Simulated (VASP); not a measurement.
Set up this calculation in VASP 6.6.1, as the native input.

```
Task                   : single point
Functional             : BLYP
Potentials or basis    : VASP PAW PBE potentials, release 64 (Os_sv_GW)
Cutoff                 : 560 eV
k mesh                 : 13 × 13 × 7
Occupations            : fermi-dirac, width 0.1 eV
Spin                   : no spin polarisation
Dipole correction      : no
Further INCAR settings : ALGO = Normal; EDIFF = 1e-06; NBANDS = 23
```

The structure of Os lies in POSCAR:

```
Os
1.0
    2.7979514778      0.0000000000      0.0000000000
   -1.3989757389      2.4230970584      0.0000000000
    0.0000000000      0.0000000000      4.3983000374
Os
2
Direct
    0.3333333333      0.6666666667      0.2500000000
    0.6666666667      0.3333333333      0.7500000000
```

One way to write it, as run:

INCAR

```
PREC = Accurate ; ENCUT = 560
EDIFF = 1E-6 ; ISMEAR = -1
SIGMA = 0.1 ; LREAL = F
LASPH = T ; NELM = 120
ALGO = Normal ; ISIF = 2
LWAVE = F ; LCHARG = T
GGA = B5 ; ALDAX = 1.0
AGGAX = 1.0 ; AGGAC = 1.0
ALDAC = 0.0 ; LELF = T
LVHAR = T ; NBANDS = 23
GGA_COMPAT = F
```

KPOINTS

```
regular mesh
0
Gamma
  13 13 7
```

Potentials or basis: VASP PAW PBE potentials, release 64 (Os_sv_GW).

The run is started by

```console
$ cat potpaw_PBE.64/Os_sv_GW/POTCAR > POTCAR
$ mpirun -np 1 vasp_std > vasp.out
```

It gave:

- Pressure: 0.1 GPa
- Band gap on the k mesh: zero (bands 16 and 17 overlap by 3.46 eV)

Caveat: the PAW data sets were made with another functional, which shifts forces and pressure a little; spin-orbit coupling is left out, which moves the levels of the heavy elements.

Run time: 30 s on 1 thread of Intel(R) Xeon(R) 6975P-C (Granite Rapids), with other jobs on the host, peak memory 0.19 GiB.
